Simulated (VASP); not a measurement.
The system is GdN.

```
Gd N
1.0
     0.00000    2.50112    2.50112
     2.50112    0.00000    2.50112
     2.50112    2.50112    0.00000
Gd N
1 1
Direct
  0.50000 0.50000 0.50000
  0.00000 0.00000 0.00000
```

Base run:

```yaml
Program: VASP 6.6.1
Functional: PBE
Potentials_or_basis: VASP PAW PBE potentials, release 64 (Gd, N)
Cutoff: 520 eV
k_mesh: 10 × 10 × 10
Occupations: gaussian, width 0.05 eV
Spin: no spin polarisation
Hubbard_terms: Gd f U = 6.0 eV
```

Its results: band gap on the k mesh zero (an odd number of electrons rules out a gap without spin polarisation); pressure -6.5 GPa.

Question: The run is repeated on the same cell with these changes: spin from no spin polarisation to collinear spin, ferromagnetic start; further incar settings from ALGO = Normal; EDIFF = 1e-06; NBANDS = 18 to ALGO = Normal; EDIFF = 1e-06; NBANDS = 22. What comes out?

Answer: Band gap on the k mesh zero (filled and empty bands overlap); pressure 0.4 GPa; net moment 7.00 μB per cell; site moments Gd +6.87; N -0.11 μB.

Caveats: spin-orbit coupling is left out, which moves the levels of the heavy elements; the cell stands under tension (at least some runs); U without spin polarisation on a metal has little footing (at least some runs); a cell with one magnetic atom can't hold antiferromagnetic order, which such compounds often take (at least some runs).
